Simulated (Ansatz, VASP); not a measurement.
ReI4: VASP beside Ansatz

```
CELL_PARAMETERS angstrom
-3.53560 3.53560 3.53560
3.53560 -3.53560 3.53560
3.53560 3.53560 -3.53560
ATOMIC_POSITIONS crystal
Re 0.00000 0.00000 0.00000
I 0.50000 0.50000 0.50000
I 0.50000 0.00000 0.00000
I 0.00000 0.00000 0.50000
I 0.00000 0.50000 0.00000
```

Change from the starting cell: species swapped into the Hg4Pt type (Im-3m, No. 229).

Alike in both runs: functional PBE; k mesh 8 × 8 × 8; occupations gaussian, width 0.1 eV; collinear spin.

Ansatz relaxed the structure, and its values are those at the end. VASP's run is a single point on that final structure, the one shown.

|  | VASP | Ansatz |
| --- | --- | --- |
| version | VASP 6.6.1 | Ansatz 0.2.0 |
| potentials or method | VASP PAW PBE potentials, release 64 (Re, I), cutoff 520 eV | scalar-relativistic, plane waves, PAW |
| valence electrons in the cell | 35 | 83 |

|  | VASP | Ansatz | Ansatz less VASP |
| --- | --- | --- | --- |
| gap on the k mesh at the Fermi level (eV) | none | none | - |
| pressure (GPa) | -0.1 | 0.0 | +0.14 |
| net moment per atom (μB) | 0.64 | 0.65 | +0.010 |
| size of the moment on the site where the two differ most (μB) | 2.74 | 2.67 | -0.072 |

Site moments also hang on the region over which each program counts them. A gap of «none» marks a metal or a gap that the smearing closes. VASP's potentials hold 35 valence electrons a cell and Ansatz's 83, so a difference there can come from the potentials and not from the codes.

Neither program's run includes spin-orbit coupling.
